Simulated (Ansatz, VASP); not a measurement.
## Two plane-wave programs on Rb

```
CELL_PARAMETERS angstrom
-2.92653 2.92653 2.92653
2.92653 -2.92653 2.92653
2.92653 2.92653 -2.92653
ATOMIC_POSITIONS crystal
Rb 0.00000 0.00000 0.00000
```

Alike in both runs: task single point; functional PBE; k mesh 10 × 10 × 10; occupations gaussian, width 0.1 eV; no spin polarisation.

```csv
,VASP,Ansatz
version,VASP 6.6.1,Ansatz 0.2.0
potentials or method,"VASP PAW PBE potentials, release 64 (Rb_sv), cutoff 520 eV","scalar-relativistic, plane waves, PAW"
valence electrons in the cell,9,9
```

|  | VASP | Ansatz | Ansatz less VASP |
| --- | --- | --- | --- |
| gap on the k mesh at the Fermi level (eV) | none | none | - |
| pressure (GPa) | -0.2 | -0.2 | 0.00 |

A gap of «none» marks a metal or a gap that the smearing closes. With one functional, cell and mesh, what is left measures potentials, basis and numerics.
